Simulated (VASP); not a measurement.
A run of VASP 6.6.1 is set up as follows.

File INCAR:

```
SYSTEM = Si2Mo
PREC = Accurate
ENCUT = 520
EDIFF = 1E-6
ISMEAR = 0
SIGMA = 0.1
LREAL = .False.
LASPH = .True.
NELM = 80
ALGO = Normal
ISIF = 2
LWAVE = .False.
LCHARG = .False.
GGA = PE
NBANDS = 31
```

The input KPOINTS:

```
Automatic mesh
0
Gamma
  12 12 6
  0 0 0
```

POSCAR

```
Si2Mo
1.0
    3.1685946525      0.0000000000      0.0000000000
    0.0000000000      3.1685946525      0.0000000000
    0.0000000000      0.0000000000      7.9438771913
Si Mo
4 2
Direct
    0.0000000000      0.0000000000      0.3350991396
    0.5000000000      0.5000000000      0.1649008604
    0.5000000000      0.5000000000      0.8350991396
    0.0000000000      0.0000000000      0.6649008604
    0.0000000000      0.0000000000      0.0000000000
    0.5000000000      0.5000000000      0.5000000000
```

Potentials or basis: VASP PAW PBE potentials, release 64 (Si, Mo_sv).

Command:

```sh
$ cat potpaw_PBE.64/Si/POTCAR potpaw_PBE.64/Mo_sv/POTCAR > POTCAR
$ mpirun -np 1 vasp_std > vasp.out
```

(1) Predict the pressure.

(2) Estimate the largest force.

(3) What does it give for the band gap on the k mesh?

Results:

(1) 4.5 GPa.

(2) 0.020 eV/Å.

(3) zero (bands 22 and 23 overlap by 0.86 eV).

Caveat: the cell differs from its parent crystal (biaxial strain in the a-b plane: -1.5 %); the stress differs along the axes, from -1 to 7 GPa.
